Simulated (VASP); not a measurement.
# Be (P6_3/mmc) in VASP: a series of runs

Be is run at these levels: LDA; tasks: single point.

Everything below comes from runs of VASP 6.6.1. Logs are shortened: lines on timing, memory, paths and dates and some standing lists are left out, and cuts for length are marked.

## 1. The cell of the first run

It takes space group P6_3/mmc (No. 194, hexagonal). The conventional cell has a = 2.230 Å, b = 2.230 Å, c = 3.508 Å, α = 90.00°, β = 90.00°, γ = 120.00°. Within 2.9 Å of Be (site symmetry -6m2) lie 12 Be at 2.18 to 2.23 Å.

## 2. Single point, LDA

INCAR reads:

```
SYSTEM = Be
PREC     = Accurate       ! precision mode
ENCUT    = 520            ! plane-wave cutoff, eV
EDIFF    = 1E-6           ! SCF threshold, eV
ISMEAR   = -1             ! smearing method
SIGMA    = 1.0            ! smearing width, eV
LREAL    = .FALSE.        ! projectors in reciprocal space
LASPH    = .TRUE.         ! aspherical terms in the spheres
NELM     = 80             ! most SCF steps
ALGO     = Normal         ! electronic algorithm
ISIF     = 2              ! what is computed and relaxed
LWAVE    = .FALSE.        ! write WAVECAR
LCHARG   = .FALSE.        ! write CHGCAR
GGA      = CA             ! functional
NBANDS   = 9              ! bands
```

KPOINTS reads:

```
regular mesh
0
G
  16 16 9
  0 0 0
```

POSCAR reads:

```
Be
1.0
    2.2295160349      0.0000000000      0.0000000000
   -1.1147580175      1.9308175243      0.0000000000
    0.0000000000      0.0000000000      3.5083258361
Be
2
Direct
    0.3333333333      0.6666666667      0.2500000000
    0.6666666667      0.3333333333      0.7500000000
```

Potentials or basis: VASP PAW LDA potentials, release 64 (Be).

Run with:

```bash
> cat potpaw_LDA.64/Be/POTCAR > POTCAR
> mpirun -np 1 vasp_std > vasp.out
```

OUTCAR:

```text
SYSTEM = Be
   PREC = Accurate
   ENCUT = 520
   EDIFF = 1E-6
   ISMEAR = -1
   LREAL = .FALSE.
   LASPH = .TRUE.
   NELM = 80
   ISIF = 2
   GGA = CA

 ion  position               nearest neighbor table
   1  0.333  0.667  0.250-   2 2.18   2 2.18   2 2.18   2 2.18   2 2.18   2 2.18
   2  0.667  0.333  0.750-   1 2.18   1 2.18   1 2.18   1 2.18   1 2.18   1 2.18

  LATTYP: Found a hexagonal cell.
 ALAT       =     2.2295160349
 C/A-ratio  =     1.5735817914

  Lattice vectors:

 A1 = (   2.2295160349,   0.0000000000,   0.0000000000)
 A2 = (  -1.1147580175,   1.9308175243,   0.0000000000)
 A3 = (   0.0000000000,   0.0000000000,   3.5083258361)

Analysis of symmetry for initial positions (statically):
=====================================================================
 Subroutine PRICEL returns:
 Original cell was already a primitive cell.

 Routine SETGRP: Setting up the symmetry group for a
 hexagonal supercell.

 Subroutine GETGRP returns: Found 24 space group operations
 (whereof 12 operations were pure point group operations)
 out of a pool of 24 trial point group operations.

The static configuration has the point symmetry D_3d.
 The point group associated with its full space group is D_6h.

Analysis of symmetry for dynamics (positions and initial velocities):
=====================================================================
 Subroutine PRICEL returns:
 Original cell was already a primitive cell.

 Routine SETGRP: Setting up the symmetry group for a
 hexagonal supercell.

 Subroutine GETGRP returns: Found 24 space group operations
 (whereof 12 operations were pure point group operations)
 out of a pool of 24 trial point group operations.

The dynamic configuration has the point symmetry D_3d.
 The point group associated with its full space group is D_6h.

 Subroutine INISYM returns: Found 24 space group operations
 (whereof 12 operations are pure point group operations),
 and found     1 'primitive' translations

----------------------------------------------------------------------------------------

                                     Primitive cell

  volume of cell :      15.1026

  direct lattice vectors                    reciprocal lattice vectors
     2.229516035  0.000000000  0.000000000     0.448527835  0.258957666  0.000000000
    -1.114758018  1.930817524  0.000000000     0.000000000  0.517915332  0.000000000
     0.000000000  0.000000000  3.508325836     0.000000000  0.000000000  0.285036239

  length of vectors
     2.229516035  2.229516035  3.508325836     0.517915332  0.517915332  0.285036239

  position of ions in fractional coordinates (direct lattice)
     0.333333333  0.666666667  0.250000000
     0.666666667  0.333333333  0.750000000

  ion indices of the primitive-cell ions
   primitive index   ion index
                 1           1
                 2           2

----------------------------------------------------------------------------------------

 KPOINTS: regular mesh

Automatic generation of k-mesh.
 Grid dimensions read from file:
 generate k-points for:   16   16    9

 Generating k-lattice:

  Cartesian coordinates                     Fractional coordinates (reciprocal lattice)
     0.028032990  0.016184854  0.000000000     0.062500000  0.000000000  0.000000000
     0.000000000  0.032369708  0.000000000     0.000000000  0.062500000  0.000000000
     0.000000000  0.000000000  0.031670693     0.000000000  0.000000000  0.111111111

  Length of vectors
     0.032369708  0.032369708  0.031670693

  Shift w.r.t. Gamma in fractional coordinates (k-lattice)
     0.000000000  0.000000000  0.000000000

 Subroutine IBZKPT returns following result:
 ===========================================

 Found    150 irreducible k-points:

 Following reciprocal coordinates:
            Coordinates               Weight
  0.000000  0.000000  0.000000      1.000000
  0.062500  0.000000  0.000000      6.000000
  0.125000  0.000000  0.000000      6.000000
  0.187500  0.000000  0.000000      6.000000
  0.250000  0.000000  0.000000      6.000000
  0.312500  0.000000  0.000000      6.000000
[... 16 lines left out ...]
  0.187500  0.187500  0.000000      6.000000
  0.250000  0.187500  0.000000     12.000000
 [... further k-points ...]
   k-points           NKPTS =    150   k-points in BZ     NKDIM =    150   number of bands    NBANDS=      9
   number of dos      NEDOS =    301   number of ions     NIONS =      2
   total plane-waves  NPLWV =   9072
   dimension x,y,z NGX =    18 NGY =   18 NGZ =   28
   dimension x,y,z NGXF=    36 NGYF=   36 NGZF=   56
   ions per type =               2
   NGX,Y,Z   is equivalent  to a cutoff of  13.42, 13.42, 13.27 a.u.
   NGXF,Y,Z  is equivalent  to a cutoff of  26.84, 26.84, 26.54 a.u.
 SYSTEM =  Be
   PREC   = accura    normal or accurate (medium, high low for compatibility)
   ISTART =      0    job   : 0-new  1-cont  2-samecut
   ICHARG =      2    charge: 1-file 2-atom 10-const
   ISPIN  =      1    spin polarized calculation?
   LNONCOLLINEAR =      F non collinear calculations
   LSORBIT =      F    spin-orbit coupling
   LASPH  =      T    aspherical Exc in radial PAW
   ENCUT  =  520.0 eV  38.22 Ry    6.18 a.u.   4.15  4.15  6.52*2*pi/ulx,y,z
   NELM   =     80;   NELMIN=  2; NELMDL= -5     # of ELM steps
   EDIFF  = 0.1E-05   stopping-criterion for ELM
   LREAL  =      F    real-space projection
   EDIFFG = 0.1E-04   stopping-criterion for IOM
   NSW    =      0    number of steps for IOM
   IBRION =     -1    ionic relax: 0-MD 1-quasi-New 2-CG
   NFREE  =      0    steps in history (QN), initial steepest desc. (CG)
   ISIF   =      2    stress and relaxation
   ISYM   =      2    0-nonsym 1-usesym 2-fastsym
   POTIM  = 0.5000    time-step for ionic-motion
   TEBEG  =    0.0;   TEEND  =   0.0 temperature during run
   PSTRESS=    0.0 pullay stress
   NELECT =       4.0000    total number of electrons
   NUPDOWN=      -1.0000    fix difference up-down
   EMIN   =  10.00;   EMAX   =-10.00  energy-range for DOS
   EFERMI =   0.00;   METHOD = LEGACY
   ISMEAR =    -1;   SIGMA  =   1.00  broadening in eV -4-tet -1-fermi 0-gaus
   EFERMI_NEDOS =   21; number of points for ismear=-14 and -15
   IALGO  =     38    algorithm
   IMIX   =      4    mixing-type and parameters
     AMIX     =   0.40;   BMIX     =  1.00
     AMIX_MAG =   1.60;   BMIX_MAG =  1.00
  volume/ion in A,a.u.               =       7.55        50.96
  Fermi-wavevector in a.u.,A,eV,Ry     =   1.051343  1.986749 15.038807  1.105321
  Thomas-Fermi vector in A             =   2.186382
   LORBIT       =      0    0 simple, 1 ext, 2 COOP (PROOUT), +10 PAW based schemes
   GGA     = CA    functional components
   LHFCALC =     F    Hartree Fock is set to
   AEXX    =    0.0000 exact exchange contribution
   IVDW    =     0    specifies the selected vdW correction
   LEPSILON=     F    determine dielectric tensor
   LRPA    =     F    only Hartree local field effects (RPA)
 non-spin polarized calculation
  energy-cutoff  :      520.00
  volume of cell :       15.10
 maximum number of plane-waves:       424
 NGX is ok and might be reduce to    18
   NGX =  9   NGY =  9   NGZ = 13

 number of electron       4.0000000 magnetization

 Free energy of the ion-electron system (eV)
  ---------------------------------------------------
  ext. energy  EPLUGINS =         0.00000000
  ---------------------------------------------------
  free energy    TOTEN  =        -8.87271774 eV

  energy without entropy =       -7.72167442  energy(sigma->0) =       -8.29719608

 E-fermi :   7.0893     XC(G=0): -10.7742

 val. band max:        6.7769027986   @ k =   0.3125   0.1875   0.0000
 cond. band min:       7.0905020615   @ k =   0.3125   0.1250   0.0000
 fundamental gap:      0.3135992629
 Fermi energy:         7.0893096475

 k-point     1 :       0.0000    0.0000    0.0000
  band No.  band energies     occupation
      1      -4.3022      1.99998
      2       2.5450      1.97897
      3       8.5490      0.37703
      4      23.4451      0.00000
      5      23.4451      0.00000
      6      26.3788      0.00000
      7      26.3788      0.00000
      8      28.4962      0.00000
      9      35.1426      0.00000

 k-point     2 :       0.0625    0.0000    0.0000
  band No.  band energies     occupation
      1      -4.1901      1.99997
      2       2.6964      1.97557
      3       8.5718      0.37009
      4      22.5439      0.00000
      5      22.7564      0.00000
      6      26.3987      0.00000
      7      26.7222      0.00000
      8      28.2798      0.00000
      9      33.3173      0.00000

 k-point     3 :       0.1250    0.0000    0.0000
  band No.  band energies     occupation
      1      -3.8535      1.99996
      2       3.1501      1.96181
      3       8.6300      0.35287
      4      20.4142      0.00000
      5      21.4433      0.00000
      6      26.3410      0.00000
      7      26.9569      0.00000
      8      27.5011      0.00000
      9      30.8065      0.00000

 k-point     4 :       0.1875    0.0000    0.0000
  band No.  band energies     occupation
      1      -3.2918      1.99994
      2       3.9041      1.92055
      3       8.6761      0.33967
      4      17.9144      0.00004
      5      20.1076      0.00000
      6      25.8236      0.00000
      7      25.8764      0.00000
      8      26.6512      0.00000
      9      28.6047      0.00000
[... 205 lines left out ...]
 k-point    22 :       0.4375    0.1250    0.0000
  band No.  band energies     occupation
      1       2.4257      1.98131
      2       4.3483      1.87880
      3      11.2763      0.02993
      4      12.6761      0.00747
      5      14.1458      0.00172
      6      14.1912      0.00165
      7      20.3512      0.00000
      8      23.6948      0.00000
      9      25.8291      0.00000

 k-point    23 :       0.1875    0.1875    0.0000
  band No.  band energies     occupation
      1      -1.2567      1.99953
      2       6.5892      1.24499
      3       8.6357      0.35121
      4      12.8251      0.00644
      5      16.0488      0.00026
      6      21.4525      0.00000
      7      23.5345      0.00000
      8      24.1134      0.00000
      9      26.6217      0.00000

 k-point    24 :       0.2500    0.1875    0.0000
  band No.  band energies     occupation
      1      -0.1246      1.99853
      2       8.0500      0.55347
      3       8.1586      0.51107
      4      11.1269      0.03467
      5      15.1656      0.00062
      6      19.3388      0.00001
      7      22.4782      0.00000
      8      23.5377      0.00000
      9      24.7732      0.00000

 [... further k-points ...]
[... 5 lines left out ...]
  --------------------------------------------------------------------------------------
  -------------------------------------------------------------------------------------
  Total        0.4967392      0.4967392      0.8185744     -0.0000000      0.0000000      0.0000000
  in kB       52.6971636     52.6971636     86.8394300     -0.0000000      0.0000000      0.0000000
  external PRESSURE =      64.0779191 kB  Pullay stress =       0.0000000 kB

 VOLUME and BASIS-vectors are now :
 -----------------------------------------------------------------------------
  energy-cutoff  :      520.00
  volume of cell :       15.10
      direct lattice vectors                 reciprocal lattice vectors
     2.229516035  0.000000000  0.000000000     0.448527835  0.258957666  0.000000000
    -1.114758018  1.930817524  0.000000000     0.000000000  0.517915332  0.000000000
     0.000000000  0.000000000  3.508325836     0.000000000  0.000000000  0.285036239

 POSITION                                       TOTAL-FORCE (eV/Angst)
 -----------------------------------------------------------------------------------
     -0.00000      1.28721      0.87708         0.000000      0.000000      0.000000
      1.11476      0.64361      2.63124        -0.000000     -0.000000      0.000000
 -----------------------------------------------------------------------------------
    total drift:                                0.000000     -0.000000      0.000000

  FREE ENERGIE OF THE ION-ELECTRON SYSTEM (eV)
  ---------------------------------------------------
  free  energy   TOTEN  =        -8.8727177408 eV

  energy  without entropy=       -7.7216744208  energy(sigma->0) =       -8.29719608
```

It took 5.8 s on 1 thread of Intel Xeon 6975P-C (Granite Rapids), shared host; peak memory 0.12 GiB.

What came out:

```yaml
Free_energy: -8.8727 eV
Pressure: 6.4 GPa
Band_gap_on_the_k_mesh: zero (band 2 reaches 8.05 eV, above the bottom of band 3 at 6.46 eV)
```

Levels at points of the mesh, in eV from the Fermi level:
```
           k point  band 1  band 2  band 3  band 4  band 5
(0.00, 0.00, 0.00)  -11.39   -4.54    1.46   16.36   16.36
(0.50, 0.00, 0.00)   -5.10   -3.07    3.74    6.73    7.14
```

## 3. Single point, LDA

INCAR reads:

```
SYSTEM = Be
  PREC = Accurate
  ENCUT = 520
  EDIFF = 1E-7
  ISMEAR = 0
  SIGMA = 0.01
  LREAL = .FALSE.
  LASPH = .TRUE.
  NELM = 100
  ALGO = Normal
  ISIF = 2
  LWAVE = .FALSE.
  LCHARG = .FALSE.
  GGA = CA
  NBANDS = 9
```

KPOINTS reads:

```
Automatic mesh
0
G
  16 16 9
  0 0 0
```

POSCAR is that of step 2.

Potentials or basis: VASP PAW LDA potentials, release 64 (Be).

Run with:

```bash
> cat potpaw_LDA.64/Be/POTCAR > POTCAR
> mpirun -np 1 vasp_std > vasp.out
```

Run time: 6 s. Hardware: 1 thread of Intel Xeon 6975P-C (Granite Rapids), shared host; peak memory 0.12 GiB.

The run converged. Its results:

```yaml
Free_energy: -8.4236 eV
Pressure: 0.4 GPa
Band_gap_on_the_k_mesh: zero (band 2 reaches 8.05 eV, above the bottom of band 3 at 6.47 eV)
```

Stress tensor (GPa, compression positive):
```
0.58 0.00 0.00
0.00 0.58 0.00
0.00 0.00 0.17
```

Levels at points of the mesh, in eV from the Fermi level:
```csv
k point,band 1,band 2,band 3,band 4,band 5,band 6
"(0.00, 0.00, 0.00)",-11.41,-4.56,1.44,16.34,16.34,19.27
"(0.50, 0.00, 0.00)",-5.11,-3.08,3.73,6.71,7.12,9.62
```

## 4. Single point, LDA

INCAR reads:

```
PREC = Accurate
ENCUT = 520
EDIFF = 1E-6
ISMEAR = 0
SIGMA = 0.03
LREAL = False
LASPH = True
NELM = 80
ALGO = Normal
ISIF = 2
LWAVE = False
LCHARG = False
GGA = CA
NBANDS = 9
```

KPOINTS reads:

```
Automatic mesh
0
Gamma
  16 16 9
```

POSCAR is that of step 3.

Run with:

```bash
> cat potpaw_LDA.64/Be/POTCAR > POTCAR
> mpirun -np 1 vasp_std > vasp.out
```

Run time: 5.9 s. Hardware: 1 thread of Intel Xeon 6975P-C (Granite Rapids), shared host; peak memory 0.12 GiB.

Results (log left out):

```yaml
Free_energy: -8.4236 eV
Pressure: 0.4 GPa
Band_gap_on_the_k_mesh: zero (band 2 reaches 8.05 eV, above the bottom of band 3 at 6.47 eV)
```

Stress tensor (GPa, compression positive):
```
0.55 0.00 0.00
0.00 0.55 0.00
0.00 0.00 0.21
```

Levels at points of the mesh, in eV from the Fermi level:
| k point | band 1 | band 2 | band 3 | band 4 | band 5 | band 6 |
| --- | --- | --- | --- | --- | --- | --- |
| (0.00, 0.00, 0.00) | -11.41 | -4.56 | 1.44 | 16.34 | 16.34 | 19.27 |
| (0.50, 0.00, 0.00) | -5.11 | -3.08 | 3.73 | 6.71 | 7.12 | 9.62 |

## 5. Overview

```csv
smearing,gap on the mesh (eV),pressure (GPa)
fermi-dirac 1 eV,none,6.4
gaussian 0.01 eV,none,0.4
gaussian 0.03 eV,none,0.4
```

Alike in all rows: task single point; level LDA; potentials or basis VASP PAW LDA potentials, release 64 (Be); no spin polarisation; cell as given; k mesh 16 × 16 × 9; cutoff (eV) 520.

Every run on the cell as given and a fine mesh finds a metal.

Absolute energies hang on the potentials; compare differences alone.
